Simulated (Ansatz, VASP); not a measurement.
RbBr in VASP and in Ansatz

File INCAR:

```
SYSTEM = RbBr
PREC     = Accurate       ! precision mode
ENCUT    = 520            ! plane-wave cutoff, eV
EDIFF    = 1E-7           ! SCF threshold, eV
ISMEAR   = 0              ! smearing method
SIGMA    = 0.02           ! smearing width, eV
LREAL    = .FALSE.        ! projectors in reciprocal space
LASPH    = .TRUE.         ! aspherical terms in the spheres
NELM     = 60             ! most SCF steps
ALGO     = Normal         ! electronic algorithm
ISIF     = 2              ! what is computed and relaxed
LWAVE    = .FALSE.        ! write WAVECAR
LCHARG   = .FALSE.        ! write CHGCAR
GGA      = PS             ! functional
NBANDS   = 15             ! bands
```

The input KPOINTS:

```
Automatic mesh
0
G
  6 6 6
  0 0 0
```

Contents of POSCAR:

```
RbBr
1.0
   -0.1043331000      3.3961041000      3.5325186000
    3.2864926500     -0.0303676500      3.4585531500
    3.2922508500      3.3278968500     -0.0361258500
Rb Br
1 1
Direct
    0.0241794311     -0.0149511306     -0.0050897155
    0.4758205689      0.5149511306      0.5050897155
```

Input for Ansatz:

```yaml
crystal:
  lattice:
    - [-0.1043331, 3.3961041, 3.5325186]
    - [3.28649265, -0.03036765, 3.45855315]
    - [3.29225085, 3.32789685, -0.03612585]
  atoms:
    - { symbol: Rb, position: [0.0241794311, -0.0149511306, -0.0050897155] }
    - { symbol: Br, position: [0.4758205689, 0.5149511306, 0.5050897155] }
basis:
  ecutwfc: 420
kpoints:
  mp_grid: { grid: [6, 6, 6] }
hamiltonian:
  xc: pbesol
scf:
  occupations: { method: gaussian, width: 0.02 }
output:
  forces: true
  stress: true
  eigenvalues: true
```

Change from the starting cell: all atoms moved at random, cell strained at random.

Alike in both runs: task single point; functional PBEsol; k mesh 6 × 6 × 6; occupations gaussian, width 0.02 eV; no spin polarisation.

|  | VASP | Ansatz |
| --- | --- | --- |
| version | VASP 6.6.1 | Ansatz 0.2.0 |
| potentials or method | VASP PAW PBE potentials, release 64 (Rb_sv, Br), cutoff 520 eV | scalar-relativistic, plane waves, PAW |
| valence electrons in the cell | 16 | 16 |

|  | VASP | Ansatz | Ansatz less VASP |
| --- | --- | --- | --- |
| gap on the k mesh at the Fermi level (eV) | 4.20 | 4.20 | +0.003 |
| least direct gap on the mesh (eV) | 4.20 | 4.20 | +0.003 |
| pressure (GPa) | 0.5 | 0.5 | -0.04 |
| traceless stress, the component that is largest in VASP (GPa) | -1.08 | -1.06 | +0.017 |
| rms of the force components (eV/Å) | 0.178 | 0.175 | -0.0029 |

VASP's potentials were made for PBE, not for PBEsol. Atom by atom the forces differ by 0.003 eV/Å (rms over components).
